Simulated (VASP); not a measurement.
**Ta: single point with PBEsol**

Ta:

```
CELL_PARAMETERS angstrom
-1.62464 1.62464 1.70587
1.62464 -1.62464 1.70587
1.62464 1.62464 -1.70587
ATOMIC_POSITIONS crystal
Ta 0.00000 0.00000 0.00000
```

This cell differs from its parent crystal: ratio of the length along z to the lengths across it x 1.05, volume and fractional coordinates fixed.

```
Program                : VASP 6.6.1
Task                   : single point
Functional             : PBEsol
Potentials or basis    : VASP PAW PBE potentials, release 64 (Ta_pv)
Cutoff                 : 520 eV
k mesh                 : 22 × 22 × 22
Occupations            : gaussian, width 0.15 eV
Spin                   : no spin polarisation
Dipole correction      : no
Further INCAR settings : ALGO = Fast; EDIFF = 1e-06; NBANDS = 12
```

The pressure is -3.4 GPa.

Stress tensor (GPa, compression positive):
```
-1.73  0.00  0.00
 0.00 -1.73  0.00
 0.00  0.00 -6.82
```

Levels at points of the mesh, in eV from the Fermi level:
```tsv
k point	band 2	band 3	band 4	band 5	band 6	band 7	band 8	band 9	band 10	band 11
(0.00, 0.00, 0.00)	-33.03	-33.03	-7.93	0.54	0.54	1.14	3.55	4.37	14.49	15.35
(0.50, 0.00, 0.00)	-33.39	-33.03	-4.40	-1.33	1.50	3.45	4.92	7.72	11.59	12.06
(0.50, 0.50, 0.00)	-33.45	-33.07	-4.38	-1.96	1.85	4.41	5.18	7.89	11.81	11.91
(0.50, 0.50, 0.50)	-33.81	-33.81	-3.89	-3.74	6.71	6.91	6.91	7.84	9.08	9.08
```

It took 2 min on 1 thread of AMD EPYC 7R13 Processor (Zen 3), on a shared host, peak memory 0.26 GiB.

Caveat: the PAW data sets were made with another functional, which shifts forces and pressure a little; spin-orbit coupling is left out, which moves the levels of the heavy elements.
